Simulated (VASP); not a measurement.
Ge, 1 atom in the cell. Symmetry: C2/m, No. 12, monoclinic system. The conventional cell has a = 5.202 Å, b = 2.794 Å, c = 2.699 Å, α = 90.00°, β = 92.15°, γ = 90.00°. Within 3.6 Å of Ge (site symmetry 2/m) lie 8 Ge at 2.70 to 2.95 Å.  This cell differs from its parent crystal: strain +0.0375 x Voigt [0, 0, 0, 1, 0, 0].

| Property | Result |
| --- | --- |
| Program | VASP 6.6.1 |
| Task | single point |
| Functional | r2SCAN |
| Potentials or basis | VASP PAW PBE potentials, release 64 (Ge_d) |
| Cutoff | 550 eV |
| k mesh | 20 × 20 × 18 |
| Occupations | gaussian, width 0.15 eV |
| Spin | no spin polarisation |
| Dipole correction | no |
| Further INCAR settings | ALGO = Normal; EDIFF = 1e-06; NBANDS = 13 |

Potentials or basis: VASP PAW PBE potentials, release 64 (Ge_d).

The run is started by

```bash
$ cat potpaw_PBE.64/Ge_d/POTCAR > POTCAR
$ cp INCAR.step1 INCAR
$ mpirun -np 1 vasp_std > vasp.out
$ cp INCAR.step2 INCAR
$ mpirun -np 1 vasp_std > vasp.out
```

Hardware: 1 thread of Oxide Virtual Turin-like Processor (shared host).

Estimate the wall time of this run.

Run time: 20 min on 1 thread of Oxide Virtual Turin-like Processor, with other jobs on the host, peak memory 0.52 GiB. Counts: k points 1902.
